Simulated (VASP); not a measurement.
# HfO2 (Fm-3m) in VASP: notebook, part 2 of 3

VASP 6.6.1.

## Step 3: Vibrations by perturbation theory, PBE

This run uses another cell than the first one, of 11.08 Å³/atom, 1.064 times its volume.

INCAR reads:

```
SYSTEM = HfO2
ALGO     = Normal         ! electronic algorithm
EDIFF    = 1E-8           ! SCF threshold, eV
ENCUT    = 520            ! plane-wave cutoff, eV
GGA      = PE             ! functional
IBRION   = 8              ! ionic algorithm
ISIF     = 2              ! what is computed and relaxed
ISMEAR   = 0              ! smearing method
LASPH    = .True.         ! aspherical terms in the spheres
LCHARG   = .False.        ! write CHGCAR
LEPSILON = .True.         ! dielectric tensor by DFPT
LREAL    = .False.        ! projectors in reciprocal space
LWAVE    = .False.        ! write WAVECAR
NBANDS   = 18             ! bands
NELM     = 80             ! most SCF steps
NSW      = 1              ! ionic steps
PREC     = Accurate       ! precision mode
SIGMA    = 0.01           ! smearing width, eV
```

KPOINTS reads:

```
k-points
0
Gamma
  8 8 8
  0 0 0
```

POSCAR reads:

```
HfO2
1.0
    0.0000000000      2.5522771896      2.5522771896
    2.5522771896      0.0000000000      2.5522771896
    2.5522771896      2.5522771896      0.0000000000
Hf O
1 2
Direct
    0.0000000000      0.0000000000      0.0000000000
    0.2500000000      0.2500000000      0.2500000000
    0.7500000000      0.7500000000      0.7500000000
```

Potentials or basis: VASP PAW PBE potentials, release 64 (Hf_pv, O).

Started as:

```console
$ cat potpaw_PBE.64/Hf_pv/POTCAR potpaw_PBE.64/O/POTCAR > POTCAR
$ mpirun -np 1 vasp_std > vasp.out
```

OUTCAR:

```text
SYSTEM = HfO2
   EDIFF = 1E-8
   ENCUT = 520
   GGA = PE
   IBRION = 8
   ISIF = 2
   ISMEAR = 0
   LASPH = .True.
   LEPSILON = .True.
   LREAL = .False.
   NELM = 80
   NSW = 1
   PREC = Accurate

 ion  position               nearest neighbor table
   1  0.000  0.000  0.000-   3 2.21   3 2.21   3 2.21   2 2.21   3 2.21   2 2.21   2 2.21   2 2.21

   2  0.250  0.250  0.250-   1 2.21   1 2.21   1 2.21   1 2.21
   3  0.750  0.750  0.750-   1 2.21   1 2.21   1 2.21   1 2.21

  LATTYP: Found a face centered cubic cell.
 ALAT       =     5.1045543792

  Lattice vectors:

 A1 = (   0.0000000000,   2.5522771896,   2.5522771896)
 A2 = (   2.5522771896,   0.0000000000,   2.5522771896)
 A3 = (   2.5522771896,   2.5522771896,   0.0000000000)

Analysis of symmetry for initial positions (statically):
=====================================================================
 Subroutine PRICEL returns:
 Original cell was already a primitive cell.

 Routine SETGRP: Setting up the symmetry group for a
 face centered cubic supercell.

 Subroutine GETGRP returns: Found 48 space group operations
 (whereof 48 operations were pure point group operations)
 out of a pool of 48 trial point group operations.

The static configuration has the point symmetry O_h .

Analysis of symmetry for dynamics (positions and initial velocities):
=====================================================================
 Subroutine PRICEL returns:
 Original cell was already a primitive cell.

 Routine SETGRP: Setting up the symmetry group for a
 face centered cubic supercell.

 Subroutine GETGRP returns: Found 48 space group operations
 (whereof 48 operations were pure point group operations)
 out of a pool of 48 trial point group operations.

The dynamic configuration has the point symmetry O_h .

 Subroutine INISYM returns: Found 48 space group operations
 (whereof 48 operations are pure point group operations),
 and found     1 'primitive' translations

----------------------------------------------------------------------------------------

                                     Primitive cell

  volume of cell :      33.2517

  direct lattice vectors                    reciprocal lattice vectors
     0.000000000  2.552277190  2.552277190    -0.195903487  0.195903487  0.195903487
     2.552277190  0.000000000  2.552277190     0.195903487 -0.195903487  0.195903487
     2.552277190  2.552277190  0.000000000     0.195903487  0.195903487 -0.195903487

  length of vectors
     3.609465016  3.609465016  3.609465016     0.339314792  0.339314792  0.339314792

[... 713 lines left out ...]
  ---------------------------------------------------
  ---------------------------------------------------
  free energy    TOTEN  =        -0.36823593 eV

  energy without entropy =       -0.36823593

------------------------ aborting loop because EDIFF is reached ----------------------------------------

 INTERNAL STRAIN TENSOR  FOR ION    2  DIRECTION 1   (eV/Angst):
 -----------------------------------------------------------------------------
    -0.00172  0.00000  0.00000
     0.00000  0.00089 -5.85381
     0.00000 -5.85381  0.00089

 MACROSCOPIC STATIC DIELECTRIC TENSOR (including local field effects in DFT)
 ------------------------------------------------------
           5.266485     0.000000     0.000000
           0.000000     5.266485     0.000000
           0.000000    -0.000000     5.266485
 ------------------------------------------------------

 PIEZOELECTRIC TENSOR (including local field effects)  for field in x, y, z        (e  Angst)
          XX          YY          ZZ          XY          YZ          ZX
  --------------------------------------------------------------------------------
  x     0.00000     0.00000     0.00000     0.00000     0.00000     0.00000
  y     0.00000     0.00000     0.00000     0.00000     0.00000     0.00000
  z     0.00000     0.00000     0.00000     0.00000     0.00000     0.00000

 PIEZOELECTRIC TENSOR (including local field effects)  for field in x, y, z        (C/m^2)
          XX          YY          ZZ          XY          YZ          ZX
  --------------------------------------------------------------------------------
  x     0.00000     0.00000     0.00000     0.00000     0.00000     0.00000
  y     0.00000     0.00000     0.00000     0.00000     0.00000     0.00000
  z     0.00000     0.00000     0.00000     0.00000     0.00000     0.00000

 BORN EFFECTIVE CHARGES (including local field effects) (in |e|, cummulative output)
 ---------------------------------------------------------------------------------
 ion    1
    1     5.51047     0.00000     0.00000
    2     0.00000     5.51047     0.00000
    3     0.00000     0.00000     5.51047
 ion    2
    1    -2.75524     0.00000     0.00000
    2     0.00000    -2.75524     0.00000
    3     0.00000     0.00000    -2.75524
 ion    3
    1    -2.75524     0.00000     0.00000
    2     0.00000    -2.75524     0.00000
    3     0.00000     0.00000    -2.75524

 INTERNAL STRAIN TENSOR FOR ION    3 for displacements in x,y,z  (eV/Angst):
          X           Y           Z          XY          YZ          ZX
  --------------------------------------------------------------------------------
  x     0.00000    -0.00000    -0.00000     0.00000     5.85381     0.00000
  y    -0.00000     0.00000    -0.00000     0.00000     0.00000     5.85381
  z    -0.00000    -0.00000     0.00000     5.85381     0.00000     0.00000

 SECOND DERIVATIVES (NOT SYMMETRIZED)
 ------------------------------------
               1X          1Y          1Z          2X          2Y          2Z          3X          3Y          3Z
  1X    -4.165367    0.000000    0.000000    2.082683    0.000000    0.000000    2.082683    0.000000    0.000000
  1Y     0.000000   -4.165367    0.000000    0.000000    2.082683    0.000000    0.000000    2.082683    0.000000
  1Z     0.000000    0.000000   -4.165367    0.000000    0.000000    2.082683    0.000000    0.000000    2.082683
  2X     2.074597    0.000000    0.000000  -10.120765    0.000000    0.000000    8.046168    0.000000    0.000000
  2Y     0.000000    2.074597   -0.000000    0.000000  -10.120765    0.000000    0.000000    8.046168    0.000000
  2Z     0.000000   -0.000000    2.074597    0.000000    0.000000  -10.120765    0.000000    0.000000    8.046168
  3X     2.074597    0.000000    0.000000    8.046168    0.000000    0.000000  -10.120765    0.000000    0.000000
  3Y     0.000000    2.074597   -0.000000    0.000000    8.046168    0.000000    0.000000  -10.120765    0.000000
  3Z     0.000000   -0.000000    2.074597    0.000000    0.000000    8.046168    0.000000    0.000000  -10.120765

 Eigenvectors and eigenvalues of the dynamical matrix
 ----------------------------------------------------

   1 f  =   16.658333 THz   104.667392 2PiTHz  555.662170 cm-1    68.893298 meV
             X         Y         Z           dx          dy          dz
      0.000000  0.000000  0.000000     0.000000   -0.000000    0.000000
      1.276139  1.276139  1.276139     0.000000   -0.000000   -0.707107
      3.828416  3.828416  3.828416    -0.000000    0.000000    0.707107
[... 43 lines left out ...]
   9 f/i=    0.004277 THz     0.026871 2PiTHz    0.142651 cm-1     0.017687 meV
             X         Y         Z           dx          dy          dz
      0.000000  0.000000  0.000000     0.407577    0.825266    0.016965
      1.276139  1.276139  1.276139     0.122267    0.247567    0.005089
      3.828416  3.828416  3.828416     0.122267    0.247567    0.005089

--------------------------------------------------------------------------------------------------------

 MACROSCOPIC STATIC DIELECTRIC TENSOR IONIC CONTRIBUTION
 ------------------------------------------------------
          39.722653    -0.000000     0.000000
          -0.000000    39.722653    -0.000000
           0.000000    -0.000000    39.722653
 ------------------------------------------------------

 ELASTIC MODULI CONTR FROM IONIC RELAXATION (kBar)
 Direction    XX          YY          ZZ          XY          YZ          ZX
 --------------------------------------------------------------------------------
 XX          -0.0000      0.0000      0.0000      0.0000     -0.0000      0.0000
 YY           0.0000     -0.0000     -0.0000      0.0000      0.0000     -0.0000
 ZZ           0.0000     -0.0000     -0.0000     -0.0000      0.0000      0.0000
 XY           0.0000      0.0000     -0.0000   -181.7699      0.0000      0.0000
 YZ          -0.0000      0.0000      0.0000      0.0000   -181.7699      0.0000
 ZX           0.0000     -0.0000      0.0000      0.0000      0.0000   -181.7699
 --------------------------------------------------------------------------------

 PIEZOELECTRIC TENSOR IONIC CONTR  for field in x, y, z        (C/m^2)
          XX          YY          ZZ          XY          YZ          ZX
  --------------------------------------------------------------------------------
  x    -0.00000     0.00000     0.00000     0.00000    -0.00000    -0.00000
  y    -0.00000     0.00000    -0.00000    -0.00000    -0.00000     0.00000
  z    -0.00000     0.00000     0.00000    -0.00000    -0.00000     0.00000
```

It took 6.2 min on 1 thread of AMD EPYC 7R13 (Zen 3), shared host; peak memory 0.31 GiB.

Results:

```yaml
Electronic_dielectric_tensor_diagonal: 5.27
Born_charges_mean_of_the_diagonal: Hf +5.51; O -2.76 e
Highest_phonon_frequency_at_Γ_LO-TO_splitting_left_out: 556 cm⁻¹
```

Phonon frequencies in cm⁻¹ (negative: imaginary):
```tsv
q point	frequencies
(0.000, 0.000, 0.000)	0 0 0 204 204 204 556 556 556
```

Electronic dielectric tensor:
```
5.27 0.00 0.00
0.00 5.27 0.00
0.00 0.00 5.27
```

Born effective charge tensors (e):
atom 1, Hf
```
5.51 0.00 0.00
0.00 5.51 0.00
0.00 0.00 5.51
```
atom 2, O
```
-2.76  0.00  0.00
 0.00 -2.76  0.00
 0.00  0.00 -2.76
```
atom 3, O
```
-2.76  0.00  0.00
 0.00 -2.76  0.00
 0.00  0.00 -2.76
```

Caveat: the cell wasn't relaxed at this level first, which shifts response properties; spin-orbit coupling is left out, which moves the levels of the heavy elements.

## Step 4: Vibrations by perturbation theory, PBE

This run uses another cell than the first one, of 9.51 Å³/atom, 0.913 times its volume.

INCAR reads:

```
SYSTEM = HfO2
PREC = Accurate
ENCUT = 520
EDIFF = 1E-8
ISMEAR = 0
SIGMA = 0.01
LREAL = .FALSE.
LASPH = .TRUE.
NELM = 100
ALGO = Normal
ISIF = 2
LWAVE = .FALSE.
LCHARG = .TRUE.
GGA = PE
NBANDS = 18
IBRION = 8
NSW = 1
LEPSILON = .TRUE.
```

KPOINTS reads:

```
regular mesh
0
G
  8 8 8
  0 0 0
```

POSCAR reads:

```
HfO2
1.0
    0.0000000000      2.4254772489      2.4254772489
    2.4254772489      0.0000000000      2.4254772489
    2.4254772489      2.4254772489      0.0000000000
Hf O
1 2
Direct
    0.0000000000      0.0000000000      0.0000000000
    0.2500000000      0.2500000000      0.2500000000
    0.7500000000      0.7500000000      0.7500000000
```

Potentials or basis: VASP PAW PBE potentials, release 64 (Hf_pv, O).

Started as:

```console
$ cat potpaw_PBE.64/Hf_pv/POTCAR potpaw_PBE.64/O/POTCAR > POTCAR
$ mpirun -np 1 vasp_std > vasp.out
```

OUTCAR:

```text
SYSTEM = HfO2
   PREC = Accurate
   ENCUT = 520
   EDIFF = 1E-8
   ISMEAR = 0
   LREAL = .FALSE.
   LASPH = .TRUE.
   NELM = 100
   ISIF = 2
   GGA = PE
   IBRION = 8
   NSW = 1
   LEPSILON = .TRUE.

 ion  position               nearest neighbor table
   1  0.000  0.000  0.000-   3 2.10   3 2.10   3 2.10   2 2.10   3 2.10   2 2.10   2 2.10   2 2.10

   2  0.250  0.250  0.250-   1 2.10   1 2.10   1 2.10   1 2.10
   3  0.750  0.750  0.750-   1 2.10   1 2.10   1 2.10   1 2.10

  LATTYP: Found a face centered cubic cell.
 ALAT       =     4.8509544978

  Lattice vectors:

 A1 = (   0.0000000000,   2.4254772489,   2.4254772489)
 A2 = (   2.4254772489,   0.0000000000,   2.4254772489)
 A3 = (   2.4254772489,   2.4254772489,   0.0000000000)
[... 824 lines left out ...]
  2X     6.495116    0.000000    0.000000  -17.533919    0.000000    0.000000   11.038803    0.000000    0.000000
  2Y     0.000000    6.495116    0.000000    0.000000  -17.533919    0.000000    0.000000   11.038803    0.000000
  2Z     0.000000    0.000000    6.495116    0.000000    0.000000  -17.533919    0.000000    0.000000   11.038803
  3X     6.495116    0.000000    0.000000   11.038803    0.000000    0.000000  -17.533919    0.000000    0.000000
  3Y     0.000000    6.495116    0.000000    0.000000   11.038803    0.000000    0.000000  -17.533919    0.000000
  3Z     0.000000    0.000000    6.495116    0.000000    0.000000   11.038803    0.000000    0.000000  -17.533919

 Eigenvectors and eigenvalues of the dynamical matrix
 ----------------------------------------------------

   1 f  =   20.891351 THz   131.264232 2PiTHz  696.860474 cm-1    86.399648 meV
             X         Y         Z           dx          dy          dz
      0.000000  0.000000  0.000000    -0.000000    0.000000   -0.000000
      1.212739  1.212739  1.212739     0.027271   -0.658546   -0.256072
      3.638216  3.638216  3.638216    -0.027271    0.658546    0.256072
[... 43 lines left out ...]
   9 f/i=    0.001308 THz     0.008219 2PiTHz    0.043635 cm-1     0.005410 meV
             X         Y         Z           dx          dy          dz
      0.000000  0.000000  0.000000     0.036239    0.052672    0.918680
      1.212739  1.212739  1.212739     0.010846    0.015765    0.274961
      3.638216  3.638216  3.638216     0.010846    0.015765    0.274961

--------------------------------------------------------------------------------------------------------

 MACROSCOPIC STATIC DIELECTRIC TENSOR IONIC CONTRIBUTION
 ------------------------------------------------------
          15.150895    -0.000000    -0.000000
          -0.000000    15.150895    -0.000000
          -0.000000    -0.000000    15.150895
 ------------------------------------------------------

 ELASTIC MODULI CONTR FROM IONIC RELAXATION (kBar)
 Direction    XX          YY          ZZ          XY          YZ          ZX
 --------------------------------------------------------------------------------
 XX          -0.0000     -0.0000     -0.0000     -0.0000     -0.0000     -0.0000
 YY          -0.0000     -0.0000     -0.0000     -0.0000     -0.0000      0.0000
 ZZ          -0.0000     -0.0000     -0.0000     -0.0000     -0.0000     -0.0000
 XY          -0.0000     -0.0000     -0.0000   -941.5578     -0.0000      0.0000
 YZ          -0.0000     -0.0000     -0.0000     -0.0000   -941.5578      0.0000
 ZX          -0.0000      0.0000     -0.0000      0.0000      0.0000   -941.5578
 --------------------------------------------------------------------------------

 PIEZOELECTRIC TENSOR IONIC CONTR  for field in x, y, z        (C/m^2)
          XX          YY          ZZ          XY          YZ          ZX
  --------------------------------------------------------------------------------
  x    -0.00000    -0.00000    -0.00000     0.00000    -0.00000    -0.00000
  y    -0.00000     0.00000    -0.00000     0.00000     0.00000    -0.00000
  z    -0.00000    -0.00000     0.00000     0.00000    -0.00000     0.00000
```

stdout:

```text
POSCAR found type information on POSCAR HfO
 POSCAR found :  2 types and       3 ions
 scaLAPACK will be used
 LDA part: xc-table for (Slater+PW92), standard interpolation
 POSCAR, INCAR and KPOINTS ok, starting setup
 FFT: planning ... GRIDC
 FFT: planning ... GRID_SOFT
 FFT: planning ... GRID
 WAVECAR not read
 entering main loop
[... 23 lines left out ...]
  Direction:   3
 dielectric tensor                  component  3 :     0.012     0.047     5.200
 Linear response DOF=           2
 Linear response progress:
 first order change of Fermi-energy   0.31327E-04
 force on displaced ion       1 direction 1 : -12.981   0.000   0.000
 Born effective charge ion    1 direction 1 :   5.569   0.000   0.000
 Linear response progress:
 first order change of Fermi-energy  -0.75608E-05
 force on displaced ion       2 direction 1 : -17.534  -0.000  -0.000
 Born effective charge ion    2 direction 1 :  -2.785   0.000   0.000
 Born effective charges drift removed
 Linear response finished
```

Wall time 6.6 min (1 thread of Intel Xeon Platinum 8259CL at 2.50GHz (Skylake/Cascade Lake), shared host); peak memory 0.31 GiB.

Results:

| Item | Value |
| --- | --- |
| Electronic dielectric tensor (diagonal) | 5.20 |
| Born charges (mean of the diagonal) | Hf +5.57; O -2.79 e |
| Highest phonon frequency at Γ, LO-TO splitting left out | 697 cm⁻¹ |

Phonon frequencies in cm⁻¹ (negative: imaginary):
```tsv
q point	frequencies
(0.000, 0.000, 0.000)	0 0 0 361 361 361 697 697 697
```

Electronic dielectric tensor:
```
5.20 0.00 0.00
0.00 5.20 0.00
0.00 0.00 5.20
```

Born effective charge tensors (e):
atom 1, Hf
```
5.57 0.00 0.00
0.00 5.57 0.00
0.00 0.00 5.57
```
atom 2, O
```
-2.79  0.00  0.00
 0.00 -2.79  0.00
 0.00  0.00 -2.79
```
atom 3, O
```
-2.79  0.00  0.00
 0.00 -2.79  0.00
 0.00  0.00 -2.79
```

Caveat: the cell wasn't relaxed at this level first, which shifts response properties; spin-orbit coupling is left out, which moves the levels of the heavy elements.

[end of part 2 of 3]
